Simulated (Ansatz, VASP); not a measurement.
**Two plane-wave programs on B3P**

```
B P
1.0
     3.13392    0.00000    0.00000
     0.00000    3.13392    0.00000
     0.00000    0.00000    3.13392
B P
3 1
Direct
  0.00000 0.50000 0.50000
  0.50000 0.00000 0.50000
  0.50000 0.50000 0.00000
  0.00000 0.00000 0.00000
```

Change from the starting cell: species swapped into the AlNi3 type (Pm-3m, No. 221).

Alike in both runs: task relaxation of cell and atoms; functional PBE; k mesh 14 × 14 × 14; occupations gaussian, width 0.1 eV; no spin polarisation.

```csv
,VASP,Ansatz
version,VASP 6.6.1,Ansatz 0.2.0
potentials or method,"VASP PAW PBE potentials, release 64 (B, P), cutoff 500 eV","scalar-relativistic, plane waves, PAW"
valence electrons in the cell,14,14
```

```tsv
	VASP	Ansatz	Ansatz less VASP
gap on the k mesh at the Fermi level, each at its own relaxed structure (eV)	none	none	-
relaxed volume (Å³/atom)	7.73	7.74	+0.011
relaxed cell length with the largest relative difference (Å)	3.139	3.140	+0.0015
```

A gap of «none» marks a metal or a gap that the smearing closes.
